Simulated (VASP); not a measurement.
Wanted: the native input for a VASP 6.6.1 run.

```yaml
Task: equation of state
Functional: r2SCAN
Potentials_or_basis: VASP PAW PBE potentials, release 64 (Ga_d, P)
Cutoff: 600 eV
k_mesh: 11 × 11 × 11
Occupations: gaussian, width 0.03 eV
Spin: no spin polarisation
Tolerance_level: standard
Purpose: equation of state
Eos_scales: "[0.91, 0.94, 0.97, 1.0, 1.03, 1.06, 1.09]"
Further_INCAR_settings: ALGO = Normal; EDIFF = 1e-07; NSW = 0
```

The structure of GaP lies in POSCAR.step2:

```
GaP
1.0
    0.0000000000      2.6696170428      2.6696170428
    2.6696170428      0.0000000000      2.6696170428
    2.6696170428      2.6696170428      0.0000000000
Ga P
1 1
Direct
    0.0000000000      0.0000000000      0.0000000000
    0.7500000000      0.7500000000      0.7500000000
```

The structure of GaP lies in POSCAR.step3:

```
GaP
1.0
    0.0000000000      2.6977203400      2.6977203400
    2.6977203400      0.0000000000      2.6977203400
    2.6977203400      2.6977203400      0.0000000000
Ga P
1 1
Direct
    0.0000000000      0.0000000000      0.0000000000
    0.7500000000      0.7500000000      0.7500000000
```

The structure of GaP lies in POSCAR.step4:

```
GaP
1.0
    0.0000000000      2.7252500000      2.7252500000
    2.7252500000      0.0000000000      2.7252500000
    2.7252500000      2.7252500000      0.0000000000
Ga P
1 1
Direct
    0.0000000000      0.0000000000      0.0000000000
    0.7500000000      0.7500000000      0.7500000000
```

The structure of GaP lies in POSCAR.step5:

```
GaP
1.0
    0.0000000000      2.7522344282      2.7522344282
    2.7522344282      0.0000000000      2.7522344282
    2.7522344282      2.7522344282      0.0000000000
Ga P
1 1
Direct
    0.0000000000      0.0000000000      0.0000000000
    0.7500000000      0.7500000000      0.7500000000
```

The structure of GaP lies in POSCAR.step6:

```
GaP
1.0
    0.0000000000      2.7786998443      2.7786998443
    2.7786998443      0.0000000000      2.7786998443
    2.7786998443      2.7786998443      0.0000000000
Ga P
1 1
Direct
    0.0000000000      0.0000000000      0.0000000000
    0.7500000000      0.7500000000      0.7500000000
```

The structure of GaP lies in POSCAR.step7:

```
GaP
1.0
    0.0000000000      2.8046705070      2.8046705070
    2.8046705070      0.0000000000      2.8046705070
    2.8046705070      2.8046705070      0.0000000000
Ga P
1 1
Direct
    0.0000000000      0.0000000000      0.0000000000
    0.7500000000      0.7500000000      0.7500000000
```

The input as run:

POSCAR.step1

```
GaP
1.0
    0.0000000000      2.6409092583      2.6409092583
    2.6409092583      0.0000000000      2.6409092583
    2.6409092583      2.6409092583      0.0000000000
Ga P
1 1
Direct
    0.0000000000      0.0000000000      0.0000000000
    0.7500000000      0.7500000000      0.7500000000
```

INCAR

```
SYSTEM = GaP
METAGGA  = R2SCAN         ! meta-GGA
ISMEAR   = 0              ! smearing method
SIGMA    = 0.03           ! smearing width, eV
LWAVE    = .FALSE.        ! write WAVECAR
LCHARG   = .FALSE.        ! write CHGCAR
ISIF     = 2              ! what is computed and relaxed
NSW      = 0              ! ionic steps
PREC     = Accurate       ! precision mode
LASPH    = .TRUE.         ! aspherical terms in the spheres
LREAL    = .FALSE.        ! projectors in reciprocal space
ALGO     = Normal         ! electronic algorithm
EDIFF    = 1E-7           ! SCF threshold, eV
NELM     = 120            ! most SCF steps
GGA_COMPAT= .FALSE.      
ENCUT    = 600            ! plane-wave cutoff, eV
EFERMI   = MIDGAP       
LMIXTAU  = .TRUE.       
KPAR     = 2
```

KPOINTS

```
Automatic mesh
0
Gamma
  11 11 11
  0 0 0
```

Potentials or basis: VASP PAW PBE potentials, release 64 (Ga_d, P).

Command:

```bash
$ cat potpaw_PBE.64/Ga_d/POTCAR potpaw_PBE.64/P/POTCAR > POTCAR
$ cp POSCAR.step1 POSCAR
$ mpirun -np 2 vasp_std > vasp.out
$ cp POSCAR.step2 POSCAR
$ mpirun -np 2 vasp_std > vasp.out
$ cp POSCAR.step3 POSCAR
$ mpirun -np 2 vasp_std > vasp.out
$ cp POSCAR.step4 POSCAR
$ mpirun -np 2 vasp_std > vasp.out
$ cp POSCAR.step5 POSCAR
$ mpirun -np 2 vasp_std > vasp.out
$ cp POSCAR.step6 POSCAR
$ mpirun -np 2 vasp_std > vasp.out
$ cp POSCAR.step7 POSCAR
$ mpirun -np 2 vasp_std > vasp.out
```

Results of the run:

The equilibrium volume is 20.24 Å³/atom and the bulk modulus is 88 GPa. The pressure derivative of the bulk modulus is 4.4.

Caveat: the PAW data sets were made with another functional, which shifts forces and pressure a little.

Wall time 8.7 min on 2 MPI ranks on Intel(R) Xeon(R) Platinum 8124M CPU @ 3.00GHz (Skylake/Cascade Lake), on a shared host, peak memory 0.2 GiB a rank.
